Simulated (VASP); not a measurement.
Input of a VASP 6.6.1 run:

Contents of INCAR:

```
SYSTEM = Si2GeC3
PREC     = Accurate       ! precision mode
ENCUT    = 520            ! plane-wave cutoff, eV
EDIFF    = 1E-7           ! SCF threshold, eV
ISMEAR   = 0              ! smearing method
SIGMA    = 0.1            ! smearing width, eV
LREAL    = .False.        ! projectors in reciprocal space
LASPH    = .True.         ! aspherical terms in the spheres
NELM     = 100            ! most SCF steps
ALGO     = Normal         ! electronic algorithm
ISIF     = 2              ! what is computed and relaxed
LWAVE    = .False.        ! write WAVECAR
LCHARG   = .True.         ! write CHGCAR
GGA      = PE             ! functional
LELF     = .True.         ! ELF
LVHAR    = .True.       
NBANDS   = 46             ! bands
```

Contents of KPOINTS:

```
regular mesh
0
Gamma
  6 6 1
  0 0 0
```

The input POSCAR:

```
Si2GeC3
1.0
    3.4626959500      0.0000000000      0.0000000000
   -1.7313479800      2.9987826600      0.0000000000
    0.0000000000      0.0000000000     16.9722419700
Si Ge C
4 2 6
Direct
    0.0000000000      0.0000000000      0.1250000000
    0.0000000000      0.0000000000      0.6250000000
    0.3333333300      0.6666666700      0.9582999900
    0.6666666700      0.3333333300      0.4582999900
    0.3333333300      0.6666666700      0.2917000100
    0.6666666700      0.3333333300      0.7917000100
    0.0000000000      0.0000000000      0.0000000000
    0.0000000000      0.0000000000      0.5000000000
    0.3333333300      0.6666666700      0.1667000100
    0.6666666700      0.3333333300      0.6667000100
    0.3333333300      0.6666666700      0.8332999900
    0.6666666700      0.3333333300      0.3332999900
```

Potentials or basis: VASP PAW PBE potentials, release 64 (Si, Ge_d, C).

Command:

```bash
$ cat potpaw_PBE.64/Si/POTCAR potpaw_PBE.64/Ge_d/POTCAR potpaw_PBE.64/C/POTCAR > POTCAR
$ mpirun -np 1 vasp_std > vasp.out
```

Task: What does it give for the pressure?

Result: -30.8 GPa.

Task: What does it give for the largest force?

Result: 0.878 eV/Å.

Task: Estimate the band gap on the k mesh.

Result: 1.87 eV, direct.

Stress tensor (GPa, compression positive):
```
-30.86   0.00   0.00
  0.00 -30.86   0.00
  0.00   0.00 -30.59
```

A k mesh can miss the band edges. A hybrid or GW would open this gap; PBE tends to underestimate it.
